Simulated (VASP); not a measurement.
A run of VASP 6.6.1:

Contents of INCAR:

```
PREC     = Accurate       # precision mode
ENCUT    = 520            # plane-wave cutoff, eV
EDIFF    = 1E-7           # SCF threshold, eV
ISMEAR   = 0              # smearing method
SIGMA    = 0.0992         # smearing width, eV
LREAL    = False          # projectors in reciprocal space
LASPH    = True           # aspherical terms in the spheres
NELM     = 100            # most SCF steps
ALGO     = Normal         # electronic algorithm
ISIF     = 2              # what is computed and relaxed
LWAVE    = False          # write WAVECAR
LCHARG   = True           # write CHGCAR
GGA      = PE             # functional
LELF     = True           # ELF
LVHAR    = True         
NBANDS   = 27             # bands
```

File KPOINTS:

```
regular mesh
0
Gamma
  9 9 9
```

The input POSCAR:

```
SrCu2B2
1.0
    0.0000000000      3.9536590000      0.0000000000
    3.9536590000      0.0000000000      0.0000000000
    1.9768290000      1.9768290000     -4.7067370000
Cu B Sr
2 2 1
Direct
    0.7500000000      0.2500000000      0.5000000000
    0.2500000000      0.7500000000      0.5000000000
    0.3790000000      0.3790000000      0.2420000000
    0.6210000000      0.6210000000      0.7580000000
    0.0000000000      0.0000000000      0.0000000000
```

Potentials or basis: VASP PAW PBE potentials, release 64 (Cu, B, Sr_sv).

The run is started by

```sh
$ cat potpaw_PBE.64/Cu/POTCAR potpaw_PBE.64/B/POTCAR potpaw_PBE.64/Sr_sv/POTCAR > POTCAR
$ mpirun -np 1 vasp_std > vasp.out
```

Hardware: 1 thread of Intel(R) Xeon(R) Platinum 8488C (Sapphire Rapids), on a shared host.

Question: How long does it take, and how much memory?

Answer: It took 3.1 min on 1 thread of Intel(R) Xeon(R) Platinum 8488C (Sapphire Rapids), with other jobs on the host, peak memory 0.29 GiB. Counts: scf iterations 20, k points 75.
